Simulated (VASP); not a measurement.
# VPt3 (Pm-3m) in VASP: a series of runs

Runs on VPt3. Level: LDA. Tasks: single point.

All numbers are computed with VASP 6.6.1; they aren't measurements. Logs are shortened: lines on timing, memory, paths and dates and some standing lists are left out, and cuts for length are marked.

## (1) The cell of the first run

Symmetry: Pm-3m, No. 221, cubic system. Conventional cell: a = 3.879 Å, b = 3.879 Å, c = 3.879 Å, α = 90.00°, β = 90.00°, γ = 90.00°. V (site symmetry m-3m) has 12 Pt at 2.74 Å within 3.6 Å. Pt (site symmetry 4/mmm) has 4 V at 2.74 Å and 8 Pt at 2.74 Å within 3.6 Å.

## (2) Single point, LDA, collinear spin, zero start

File INCAR:

```
SYSTEM = VPt3
PREC     = Accurate       ! precision mode
ENCUT    = 520            ! plane-wave cutoff, eV
EDIFF    = 1E-7           ! SCF threshold, eV
ISMEAR   = -1             ! smearing method
SIGMA    = 0.1            ! smearing width, eV
LREAL    = .FALSE.        ! projectors in reciprocal space
LASPH    = .TRUE.         ! aspherical terms in the spheres
NELM     = 150            ! most SCF steps
ALGO     = Normal         ! electronic algorithm
ISIF     = 2              ! what is computed and relaxed
LWAVE    = .FALSE.        ! write WAVECAR
LCHARG   = .TRUE.         ! write CHGCAR
ISPIN    = 2              ! spin polarisation
MAGMOM   = 0 0 0 0        ! initial moments
LORBIT   = 11             ! projections on sites
NUPDOWN  = 0.0            ! fixed moment
LMAXMIX  = 4              ! l up to which the mixer works
LELF     = .TRUE.         ! ELF
LVHAR    = .TRUE.       
NBANDS   = 34             ! bands
```

File KPOINTS:

```
Automatic mesh
0
G
  7 7 7
  0 0 0
```

File POSCAR:

```
VPt3
1.0
    3.8790000000      0.0000000000      0.0000000000
    0.0000000000      3.8790000000      0.0000000000
    0.0000000000      0.0000000000      3.8790000000
V Pt
1 3
Direct
    0.0000000000      0.0000000000      0.0000000000
    0.0000000000      0.5000000000      0.5000000000
    0.5000000000      0.0000000000      0.5000000000
    0.5000000000      0.5000000000      0.0000000000
```

Potentials or basis: VASP PAW LDA potentials, release 64 (V_sv, Pt).

Command:

```sh
> cat potpaw_LDA.64/V_sv/POTCAR potpaw_LDA.64/Pt/POTCAR > POTCAR
> mpirun -np 1 vasp_std > vasp.out
```

OUTCAR:

```text
SYSTEM = VPt3
   PREC = Accurate
   ENCUT = 520
   EDIFF = 1E-7
   ISMEAR = -1
   LREAL = .FALSE.
   LASPH = .TRUE.
   NELM = 150
   ISIF = 2
   ISPIN = 2
   LORBIT = 11
   NUPDOWN = 0.0

 ion  position               nearest neighbor table
   1  0.000  0.000  0.000-   2 2.74   3 2.74   4 2.74   2 2.74   3 2.74   2 2.74   4 2.74   2 2.74
                             3 2.74   4 2.74   3 2.74   4 2.74
   2  0.000  0.500  0.500-   1 2.74   3 2.74   4 2.74   1 2.74   4 2.74   1 2.74   3 2.74   1 2.74
                             3 2.74   4 2.74   4 2.74   3 2.74
   3  0.500  0.000  0.500-   1 2.74   2 2.74   4 2.74   1 2.74   4 2.74   2 2.74   4 2.74   4 2.74
                             1 2.74   2 2.74   1 2.74   2 2.74
   4  0.500  0.500  0.000-   1 2.74   2 2.74   3 2.74   2 2.74   3 2.74   1 2.74   3 2.74   3 2.74
                             1 2.74   2 2.74   2 2.74   1 2.74

  LATTYP: Found a simple cubic cell.
 ALAT       =     3.8790000000

  Lattice vectors:

 A1 = (   3.8790000000,   0.0000000000,   0.0000000000)
 A2 = (   0.0000000000,   3.8790000000,   0.0000000000)
 A3 = (   0.0000000000,   0.0000000000,   3.8790000000)

Analysis of symmetry for initial positions (statically):
=====================================================================
 Subroutine PRICEL returns:
 Original cell was already a primitive cell.

 Routine SETGRP: Setting up the symmetry group for a
 simple cubic supercell.

 Subroutine GETGRP returns: Found 48 space group operations
 (whereof 48 operations were pure point group operations)
 out of a pool of 48 trial point group operations.

The static configuration has the point symmetry O_h .

Analysis of symmetry for dynamics (positions and initial velocities):
=====================================================================
 Subroutine PRICEL returns:
 Original cell was already a primitive cell.

 Routine SETGRP: Setting up the symmetry group for a
 simple cubic supercell.

 Subroutine GETGRP returns: Found 48 space group operations
 (whereof 48 operations were pure point group operations)
 out of a pool of 48 trial point group operations.

The dynamic configuration has the point symmetry O_h .

Analysis of structural, dynamic, and magnetic symmetry:
=====================================================================
 Subroutine PRICEL returns:
 Original cell was already a primitive cell.

 Routine SETGRP: Setting up the symmetry group for a
 simple cubic supercell.

 Subroutine GETGRP returns: Found 48 space group operations
 (whereof 48 operations were pure point group operations)
 out of a pool of 48 trial point group operations.

The overall configuration has the point symmetry O_h .

 Subroutine INISYM returns: Found 48 space group operations
 (whereof 48 operations are pure point group operations),
 and found     1 'primitive' translations

----------------------------------------------------------------------------------------

                                     Primitive cell

  volume of cell :      58.3659

  direct lattice vectors                    reciprocal lattice vectors
     3.879000000  0.000000000  0.000000000     0.257798402  0.000000000  0.000000000
     0.000000000  3.879000000  0.000000000     0.000000000  0.257798402  0.000000000
     0.000000000  0.000000000  3.879000000     0.000000000  0.000000000  0.257798402

  length of vectors
     3.879000000  3.879000000  3.879000000     0.257798402  0.257798402  0.257798402

  position of ions in fractional coordinates (direct lattice)
     0.000000000  0.000000000  0.000000000
     0.000000000  0.500000000  0.500000000
     0.500000000  0.000000000  0.500000000
     0.500000000  0.500000000  0.000000000

  ion indices of the primitive-cell ions
   primitive index   ion index
                 1           1
                 2           2
                 3           3
                 4           4

----------------------------------------------------------------------------------------

 KPOINTS: Automatic mesh

Automatic generation of k-mesh.
 Grid dimensions read from file:
 generate k-points for:    7    7    7

 Generating k-lattice:

  Cartesian coordinates                     Fractional coordinates (reciprocal lattice)
     0.036828343  0.000000000  0.000000000     0.142857143  0.000000000  0.000000000
     0.000000000  0.036828343  0.000000000     0.000000000  0.142857143  0.000000000
     0.000000000  0.000000000  0.036828343     0.000000000  0.000000000  0.142857143

  Length of vectors
     0.036828343  0.036828343  0.036828343

  Shift w.r.t. Gamma in fractional coordinates (k-lattice)
     0.000000000  0.000000000  0.000000000

 Subroutine IBZKPT returns following result:
 ===========================================

 Found     20 irreducible k-points:

 Following reciprocal coordinates:
            Coordinates               Weight
  0.000000  0.000000  0.000000      1.000000
  0.142857  0.000000  0.000000      6.000000
  0.285714  0.000000  0.000000      6.000000
  0.428571  0.000000  0.000000      6.000000
  0.142857  0.142857  0.000000     12.000000
  0.285714  0.142857  0.000000     24.000000
[... 12 lines left out ...]
  0.428571  0.428571  0.285714     24.000000
  0.428571  0.428571  0.428571      8.000000
   k-points           NKPTS =     20   k-points in BZ     NKDIM =     20   number of bands    NBANDS=     34
   number of dos      NEDOS =    301   number of ions     NIONS =      4
   total plane-waves  NPLWV =  27000
   dimension x,y,z NGX =    30 NGY =   30 NGZ =   30
   dimension x,y,z NGXF=    60 NGYF=   60 NGZF=   60
   ions per type =               1   3
   NGX,Y,Z   is equivalent  to a cutoff of  12.86, 12.86, 12.86 a.u.
   NGXF,Y,Z  is equivalent  to a cutoff of  25.71, 25.71, 25.71 a.u.
 SYSTEM =  VPt3
   PREC   = accura    normal or accurate (medium, high low for compatibility)
   ISTART =      0    job   : 0-new  1-cont  2-samecut
   ICHARG =      2    charge: 1-file 2-atom 10-const
   ISPIN  =      2    spin polarized calculation?
   LNONCOLLINEAR =      F non collinear calculations
   LSORBIT =      F    spin-orbit coupling
   LASPH  =      T    aspherical Exc in radial PAW
   ENCUT  =  520.0 eV  38.22 Ry    6.18 a.u.   7.21  7.21  7.21*2*pi/ulx,y,z
   NELM   =    150;   NELMIN=  2; NELMDL= -5     # of ELM steps
   EDIFF  = 0.1E-06   stopping-criterion for ELM
   LREAL  =      F    real-space projection
   EDIFFG = 0.1E-05   stopping-criterion for IOM
   NSW    =      0    number of steps for IOM
   IBRION =     -1    ionic relax: 0-MD 1-quasi-New 2-CG
   NFREE  =      0    steps in history (QN), initial steepest desc. (CG)
   ISIF   =      2    stress and relaxation
   ISYM   =      2    0-nonsym 1-usesym 2-fastsym
   POTIM  = 0.5000    time-step for ionic-motion
   TEBEG  =    0.0;   TEEND  =   0.0 temperature during run
   PSTRESS=    0.0 pullay stress
   NELECT =      43.0000    total number of electrons
   NUPDOWN=       0.0000    fix difference up-down
   EMIN   =  10.00;   EMAX   =-10.00  energy-range for DOS
   EFERMI =   0.00;   METHOD = LEGACY
   ISMEAR =    -1;   SIGMA  =   0.10  broadening in eV -4-tet -1-fermi 0-gaus
   EFERMI_NEDOS =   21; number of points for ismear=-14 and -15
   IALGO  =     38    algorithm
   IMIX   =      4    mixing-type and parameters
     AMIX     =   0.40;   BMIX     =  1.00
     AMIX_MAG =   1.60;   BMIX_MAG =  1.00
  volume/ion in A,a.u.               =      14.59        98.47
  Fermi-wavevector in a.u.,A,eV,Ry     =   1.478579  2.794109 29.745001  2.186196
  Thomas-Fermi vector in A             =   2.592843
   LORBIT       =     11    0 simple, 1 ext, 2 COOP (PROOUT), +10 PAW based schemes
   GGA     = CA    functional components
   LHFCALC =     F    Hartree Fock is set to
   AEXX    =    0.0000 exact exchange contribution
   IVDW    =     0    specifies the selected vdW correction
   LEPSILON=     F    determine dielectric tensor
   LRPA    =     F    only Hartree local field effects (RPA)
 spin polarized calculation
  energy-cutoff  :      520.00
  volume of cell :       58.37
 maximum number of plane-waves:      1588
 NGX is ok and might be reduce to    30
   NGX = 15   NGY = 15   NGZ = 15

 number of electron      42.9999995 magnetization      -0.0000000

 number of electron      42.9999995 magnetization       0.0000000

 Free energy of the ion-electron system (eV)
  ---------------------------------------------------
  ext. energy  EPLUGINS =         0.00000000
  ---------------------------------------------------
  free energy    TOTEN  =       -34.14637022 eV

  energy without entropy =      -33.93349863  energy(sigma->0) =      -34.03993443

 E-fermi :  11.4980     XC(G=0): -13.6150

 val. band max:       11.4902204907   @ k =   0.4286   0.2857   0.1429
 cond. band min:      11.5075041285   @ k =   0.4286   0.2857   0.0000
 fundamental gap:      0.0172836378
 Fermi energy:        11.4980145445

 spin component 1

 k-point     1 :       0.0000    0.0000    0.0000
  band No.  band energies     occupation
      1     -52.7880      1.00000
      2     -27.0387      1.00000
      3     -27.0387      1.00000
      4     -27.0387      1.00000
      5       1.2608      1.00000
      6       4.0092      1.00000
[... 709 lines left out ...]
     32      20.4640      0.00000
     33      25.9693      0.00000
 Fermi energy:        11.4980159277

 spin component 2

 k-point     1 :       0.0000    0.0000    0.0000
  band No.  band energies     occupation
      1     -52.7879      1.00000
      2     -27.0387      1.00000
      3     -27.0387      1.00000
      4     -27.0387      1.00000
      5       1.2608      1.00000
      6       4.0092      1.00000
[... 709 lines left out ...]
     32      20.4640      0.00000
     33      25.9479      0.00000
 [bands above 33 left out]

------------------------ aborting loop because EDIFF is reached ----------------------------------------

  FORCE on cell =-STRESS in cart. coord.  units (eV):
  Direction    XX          YY          ZZ          XY          YZ          ZX
  --------------------------------------------------------------------------------------
  -------------------------------------------------------------------------------------
  Total       -2.7586216     -2.7586216     -2.7586216      0.0000000      0.0000000      0.0000000
  in kB      -75.7257140    -75.7257140    -75.7257140      0.0000000      0.0000000      0.0000000
  external PRESSURE =     -75.7257140 kB  Pullay stress =       0.0000000 kB

 VOLUME and BASIS-vectors are now :
 -----------------------------------------------------------------------------
  energy-cutoff  :      520.00
  volume of cell :       58.37
      direct lattice vectors                 reciprocal lattice vectors
     3.879000000  0.000000000  0.000000000     0.257798402  0.000000000  0.000000000
     0.000000000  3.879000000  0.000000000     0.000000000  0.257798402  0.000000000
     0.000000000  0.000000000  3.879000000     0.000000000  0.000000000  0.257798402

 POSITION                                       TOTAL-FORCE (eV/Angst)
 -----------------------------------------------------------------------------------
      0.00000      0.00000      0.00000         0.000000      0.000000      0.000000
      0.00000      1.93950      1.93950         0.000000      0.000000      0.000000
      1.93950      0.00000      1.93950         0.000000      0.000000      0.000000
      1.93950      1.93950      0.00000         0.000000      0.000000      0.000000
 -----------------------------------------------------------------------------------
    total drift:                                0.000000      0.000000     -0.000000

  FREE ENERGIE OF THE ION-ELECTRON SYSTEM (eV)
  ---------------------------------------------------
  free  energy   TOTEN  =       -34.1463702213 eV

  energy  without entropy=      -33.9334986297  energy(sigma->0) =      -34.03993443

 total charge

# of ion       s       p       d       tot
------------------------------------------
    1        2.263   6.188   2.958  11.410
    2        0.698   0.685   8.053   9.436
    3        0.698   0.685   8.053   9.436
    4        0.698   0.685   8.053   9.436
--------------------------------------------------
tot          4.357   8.244  27.117  39.718

 magnetization (x)

# of ion       s       p       d       tot
------------------------------------------
    1        0.000  -0.000  -0.000  -0.000
    2       -0.000  -0.000   0.000   0.000
    3       -0.000  -0.000   0.000   0.000
    4       -0.000  -0.000   0.000   0.000
--------------------------------------------------
tot         -0.000  -0.000   0.000  -0.000
```

Run time: 36 s. Hardware: 1 thread of Intel Xeon 6975P-C (Granite Rapids), shared host; peak memory 0.19 GiB.

Results:

| Item | Value |
| --- | --- |
| Free energy | -34.1464 eV |
| Pressure | -7.6 GPa |
| Net moment | 0.00 μB per cell |
| Valence electrons inside the program's atomic spheres | V 11.41; Pt 9.44 |

Caveat: the cell stands under tension; spin-orbit coupling is left out, which moves the levels of the heavy elements; the total moment is fixed, so each spin has its own Fermi level.

(Part 1 of 3 ends here.)
